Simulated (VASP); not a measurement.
# LiF (I4/mmm) in VASP: single point with PBE

Aim: the single point of LiF with PBE.

All numbers are computed with VASP 6.6.1; they aren't measurements. Logs are shortened: lines on timing, memory, paths and dates and some standing lists are left out, and cuts for length are marked.

### Step 1. The cell of the first run

The structure is tetragonal, space group I4/mmm (No. 139). Conventional cell: a = 2.942 Å, b = 2.942 Å, c = 3.993 Å, α = 90.00°, β = 90.00°, γ = 90.00°. Li (site symmetry 4/mmm) has 6 F at 2.00 to 2.08 Å within 2.6 Å. Within 2.6 Å of F (site symmetry 4/mmm) lie 6 Li at 2.00 to 2.08 Å.

### Step 2. Single point, PBE

INCAR reads:

```
PREC = Accurate
ENCUT = 750
EDIFF = 1E-6
ISMEAR = 0
SIGMA = 0.01
LREAL = F
LASPH = T
NELM = 120
ALGO = Normal
ISIF = 2
LWAVE = F
LCHARG = F
GGA = PE
NBANDS = 18
GGA_COMPAT = F
```

KPOINTS reads:

```
Automatic mesh
0
Gamma
  4 4 4
```

POSCAR reads:

```
LiF
1.0
    2.9422714537      0.0000000000      0.0000000000
    0.0000000000      2.9422714537      0.0000000000
    0.0000000000      0.0000000000      3.9933684962
Li F
2 2
Direct
    0.0000000000      0.0000000000      0.0000000000
    0.5000000000      0.5000000000      0.5000000000
    0.5000000000      0.5000000000      0.0000000000
    0.0000000000      0.0000000000      0.5000000000
```

Potentials or basis: VASP PAW PBE potentials, release 64 (Li_sv, F).

Started as:

```
$ cat potpaw_PBE.64/Li_sv/POTCAR potpaw_PBE.64/F/POTCAR > POTCAR
$ mpirun -np 1 vasp_std > vasp.out
```

OUTCAR:

```text
PREC = Accurate
   ENCUT = 750
   EDIFF = 1E-6
   ISMEAR = 0
   LREAL = F
   LASPH = T
   NELM = 120
   ISIF = 2
   GGA = PE

 ion  position               nearest neighbor table
   1  0.000  0.000  0.000-   4 2.00   4 2.00   3 2.08   3 2.08   3 2.08   3 2.08
   2  0.500  0.500  0.500-   3 2.00   3 2.00   4 2.08   4 2.08   4 2.08   4 2.08
   3  0.500  0.500  0.000-   2 2.00   2 2.00   1 2.08   1 2.08   1 2.08   1 2.08
   4  0.000  0.000  0.500-   1 2.00   1 2.00   2 2.08   2 2.08   2 2.08   2 2.08

  LATTYP: Found a simple tetragonal cell.
 ALAT       =     2.9422714537
 C/A-ratio  =     1.3572399961

  Lattice vectors:

 A1 = (   2.9422714537,   0.0000000000,   0.0000000000)
 A2 = (   0.0000000000,   2.9422714537,   0.0000000000)
 A3 = (   0.0000000000,   0.0000000000,   3.9933684962)

Analysis of symmetry for initial positions (statically):
=====================================================================
 Subroutine PRICEL returns following result:

  LATTYP: Found a body centered tetragonal cell.
 ALAT       =     2.9422714537
 C/A-ratio  =     1.3572399961

  Lattice vectors:

 A1 = (  -1.4711357269,  -1.4711357269,  -1.9966842481)
 A2 = (   1.4711357269,   1.4711357269,  -1.9966842481)
 A3 = (   1.4711357269,  -1.4711357268,   1.9966842481)

   2 primitive cells build up your supercell.

 Routine SETGRP: Setting up the symmetry group for a
 simple tetragonal supercell.

 Subroutine GETGRP returns: Found 16 space group operations
 (whereof 16 operations were pure point group operations)
 out of a pool of 16 trial point group operations.

The static configuration has the point symmetry D_4h.

Analysis of symmetry for dynamics (positions and initial velocities):
=====================================================================
 Subroutine PRICEL returns following result:

  LATTYP: Found a body centered tetragonal cell.
 ALAT       =     2.9422714537
 C/A-ratio  =     1.3572399961

  Lattice vectors:

 A1 = (  -1.4711357269,  -1.4711357269,  -1.9966842481)
 A2 = (   1.4711357269,   1.4711357269,  -1.9966842481)
 A3 = (   1.4711357269,  -1.4711357268,   1.9966842481)

   2 primitive cells build up your supercell.

 Routine SETGRP: Setting up the symmetry group for a
 simple tetragonal supercell.

 Subroutine GETGRP returns: Found 16 space group operations
 (whereof 16 operations were pure point group operations)
 out of a pool of 16 trial point group operations.

The dynamic configuration has the point symmetry D_4h.

 Subroutine INISYM returns: Found 16 space group operations
 (whereof 16 operations are pure point group operations),
 and found     2 'primitive' translations

----------------------------------------------------------------------------------------

                                     Primitive cell

  volume of cell :      17.2852

  direct lattice vectors                    reciprocal lattice vectors
    -1.471135727 -1.471135727 -1.996684248     0.000000000 -0.339873467 -0.250415157
     1.471135727  1.471135727 -1.996684248     0.339873467  0.000000000 -0.250415157
     1.471135727 -1.471135727  1.996684248     0.339873467 -0.339873467  0.000000000

  length of vectors
     2.883613816  2.883613816  2.883613816     0.422163149  0.422163149  0.480653667

  position of ions in fractional coordinates (direct lattice)
     0.000000000  0.000000000  0.000000000
     0.500000000  0.500000000  0.000000000

  ion indices of the primitive-cell ions
   primitive index   ion index
                 1           1
                 2           4

----------------------------------------------------------------------------------------

 KPOINTS: Automatic mesh

Automatic generation of k-mesh.
 Grid dimensions read from file:
 generate k-points for:    4    4    4

 Generating k-lattice:

  Cartesian coordinates                     Fractional coordinates (reciprocal lattice)
     0.084968367  0.000000000  0.000000000     0.250000000  0.000000000  0.000000000
     0.000000000  0.084968367  0.000000000     0.000000000  0.250000000  0.000000000
     0.000000000  0.000000000  0.062603789     0.000000000  0.000000000  0.250000000

  Length of vectors
     0.084968367  0.084968367  0.062603789

  Shift w.r.t. Gamma in fractional coordinates (k-lattice)
     0.000000000  0.000000000  0.000000000

 Subroutine IBZKPT returns following result:
 ===========================================

 Found     18 irreducible k-points:

 Following reciprocal coordinates:
            Coordinates               Weight
  0.000000  0.000000  0.000000      1.000000
  0.250000  0.000000  0.000000      4.000000
  0.500000  0.000000  0.000000      2.000000
  0.250000  0.250000  0.000000      4.000000
  0.500000  0.250000  0.000000      4.000000
  0.500000  0.500000  0.000000      1.000000
[... 10 lines left out ...]
  0.500000  0.250000  0.500000      4.000000
  0.500000  0.500000  0.500000      1.000000
   k-points           NKPTS =     18   k-points in BZ     NKDIM =     18   number of bands    NBANDS=     18
   number of dos      NEDOS =    301   number of ions     NIONS =      4
   total plane-waves  NPLWV =  28224
   dimension x,y,z NGX =    28 NGY =   28 NGZ =   36
   dimension x,y,z NGXF=    56 NGYF=   56 NGZF=   72
   ions per type =               2   2
   NGX,Y,Z   is equivalent  to a cutoff of  15.82, 15.82, 14.99 a.u.
   NGXF,Y,Z  is equivalent  to a cutoff of  31.64, 31.64, 29.97 a.u.
 SYSTEM =  unknown system
   PREC   = accura    normal or accurate (medium, high low for compatibility)
   ISTART =      0    job   : 0-new  1-cont  2-samecut
   ICHARG =      2    charge: 1-file 2-atom 10-const
   ISPIN  =      1    spin polarized calculation?
   LNONCOLLINEAR =      F non collinear calculations
   LSORBIT =      F    spin-orbit coupling
   LASPH  =      T    aspherical Exc in radial PAW
   ENCUT  =  750.0 eV  55.12 Ry    7.42 a.u.   6.57  6.57  8.92*2*pi/ulx,y,z
   NELM   =    120;   NELMIN=  2; NELMDL= -5     # of ELM steps
   EDIFF  = 0.1E-05   stopping-criterion for ELM
   LREAL  =      F    real-space projection
   EDIFFG = 0.1E-04   stopping-criterion for IOM
   NSW    =      0    number of steps for IOM
   IBRION =     -1    ionic relax: 0-MD 1-quasi-New 2-CG
   NFREE  =      0    steps in history (QN), initial steepest desc. (CG)
   ISIF   =      2    stress and relaxation
   ISYM   =      2    0-nonsym 1-usesym 2-fastsym
   POTIM  = 0.5000    time-step for ionic-motion
   TEBEG  =    0.0;   TEEND  =   0.0 temperature during run
   PSTRESS=    0.0 pullay stress
   NELECT =      20.0000    total number of electrons
   NUPDOWN=      -1.0000    fix difference up-down
   EMIN   =  10.00;   EMAX   =-10.00  energy-range for DOS
   EFERMI =   0.00;   METHOD = LEGACY
   ISMEAR =     0;   SIGMA  =   0.01  broadening in eV -4-tet -1-fermi 0-gaus
   EFERMI_NEDOS =   21; number of points for ismear=-14 and -15
   IALGO  =     38    algorithm
   IMIX   =      4    mixing-type and parameters
     AMIX     =   0.40;   BMIX     =  1.00
     AMIX_MAG =   1.60;   BMIX_MAG =  1.00
  volume/ion in A,a.u.               =       8.64        58.32
  Fermi-wavevector in a.u.,A,eV,Ry     =   1.364112  2.577797 25.317724  1.860800
  Thomas-Fermi vector in A             =   2.490456
   LORBIT       =      0    0 simple, 1 ext, 2 COOP (PROOUT), +10 PAW based schemes
   GGA     = PE    functional components
   LHFCALC =     F    Hartree Fock is set to
   AEXX    =    0.0000 exact exchange contribution
   IVDW    =     0    specifies the selected vdW correction
   LEPSILON=     F    determine dielectric tensor
   LRPA    =     F    only Hartree local field effects (RPA)
 non-spin polarized calculation
 Gauss-broadening in eV      SIGMA  =   0.01
  energy-cutoff  :      750.00
  volume of cell :       34.57
 maximum number of plane-waves:      1634
 NGX is ok and might be reduce to    28
   NGX = 13   NGY = 13   NGZ = 17

 number of electron      19.9999986 magnetization

 Free energy of the ion-electron system (eV)
  ---------------------------------------------------
  ext. energy  EPLUGINS =         0.00000000
  ---------------------------------------------------
  free energy    TOTEN  =       -19.27685566 eV

  energy without entropy =      -19.27685566  energy(sigma->0) =      -19.27685566

 E-fermi :  -1.1919     XC(G=0):  -9.7100

 val. band max:       -1.3266299272   @ k =   0.0000   0.0000   0.0000
 cond. band min:       7.2300069957   @ k =   0.0000   0.0000   0.0000
 fundamental gap:      8.5566369228
 Fermi energy:        -1.1919278490

 k-point     1 :       0.0000    0.0000    0.0000
  band No.  band energies     occupation
      1     -42.3925      2.00000
      2     -42.3302      2.00000
      3     -21.1807      2.00000
      4     -20.5305      2.00000
      5      -4.1115      2.00000
      6      -2.3493      2.00000
[... 10 lines left out ...]
     17      21.5917      0.00000
     18      21.5918      0.00000

 k-point     2 :       0.2500    0.0000    0.0000
  band No.  band energies     occupation
      1     -42.3766      2.00000
      2     -42.3325      2.00000
      3     -21.0425      2.00000
      4     -20.5754      2.00000
      5      -3.6656      2.00000
      6      -2.8255      2.00000
[... 10 lines left out ...]
     17      18.8487      0.00000
     18      19.2591      0.00000

 k-point     3 :       0.5000    0.0000    0.0000
  band No.  band energies     occupation
      1     -42.3478      2.00000
      2     -42.3478      2.00000
      3     -20.7617      2.00000
      4     -20.7617      2.00000
      5      -3.0564      2.00000
      6      -3.0564      2.00000
[... 10 lines left out ...]
     17      17.4889      0.00000
     18      17.4889      0.00000

 k-point     4 :       0.2500    0.2500    0.0000
  band No.  band energies     occupation
      1     -42.3640      2.00000
      2     -42.3329      2.00000
      3     -20.9093      2.00000
      4     -20.5715      2.00000
      5      -3.3061      2.00000
      6      -3.2969      2.00000
[... 249 lines left out ...]
      4     -20.7726      2.00000
      5      -3.1201      2.00000
      6      -3.1201      2.00000
[... 10 lines left out ...]
     17      17.8479      0.00000
     18      17.8479      0.00000

 k-point    17 :       0.5000    0.2500    0.5000
  band No.  band energies     occupation
      1     -42.3411      2.00000
      2     -42.3411      2.00000
      3     -20.6987      2.00000
      4     -20.6987      2.00000
      5      -3.5002      2.00000
      6      -3.5002      2.00000
[... 10 lines left out ...]
     17      17.3174      0.00000
     18      17.3174      0.00000

 k-point    18 :       0.5000    0.5000    0.5000
  band No.  band energies     occupation
      1     -42.3356      2.00000
      2     -42.3356      2.00000
      3     -20.6057      2.00000
      4     -20.6057      2.00000
      5      -3.1984      2.00000
      6      -3.1984      2.00000
[... 10 lines left out ...]
     17      17.1542      0.00000
     18      17.1542      0.00000

------------------------ aborting loop because EDIFF is reached ----------------------------------------

  FORCE on cell =-STRESS in cart. coord.  units (eV):
  Direction    XX          YY          ZZ          XY          YZ          ZX
  --------------------------------------------------------------------------------------
  -------------------------------------------------------------------------------------
  Total       -0.6400877     -0.6400877     -0.1405800      0.0000000      0.0000000     -0.0000000
  in kB      -29.6650559    -29.6650559     -6.5152208      0.0000000      0.0000000     -0.0000000
  external PRESSURE =     -21.9484442 kB  Pullay stress =       0.0000000 kB

 VOLUME and BASIS-vectors are now :
 -----------------------------------------------------------------------------
  energy-cutoff  :      750.00
  volume of cell :       34.57
      direct lattice vectors                 reciprocal lattice vectors
     2.942271454  0.000000000  0.000000000     0.339873467  0.000000000  0.000000000
     0.000000000  2.942271454  0.000000000     0.000000000  0.339873467  0.000000000
     0.000000000  0.000000000  3.993368496     0.000000000  0.000000000  0.250415157

 POSITION                                       TOTAL-FORCE (eV/Angst)
 -----------------------------------------------------------------------------------
      0.00000      0.00000      0.00000        -0.000000     -0.000000     -0.000000
      1.47114      1.47114      1.99668        -0.000000     -0.000000     -0.000000
      1.47114      1.47114      0.00000         0.000000      0.000000      0.000000
      0.00000      0.00000      1.99668        -0.000000     -0.000000      0.000000
 -----------------------------------------------------------------------------------
    total drift:                                0.000000      0.000000      0.000000

  FREE ENERGIE OF THE ION-ELECTRON SYSTEM (eV)
  ---------------------------------------------------
  free  energy   TOTEN  =       -19.2768556561 eV

  energy  without entropy=      -19.2768556561  energy(sigma->0) =      -19.27685566
```

It took 7.3 s on 1 thread of Intel Xeon 6975P-C (Granite Rapids), shared host; peak memory 0.16 GiB.

Results:

```yaml
Free_energy: -19.2769 eV
Pressure: -2.2 GPa
Band_gap_on_the_k_mesh: 8.56 eV
```

Caveat: the k points lie up to 0.53 Å⁻¹ apart.
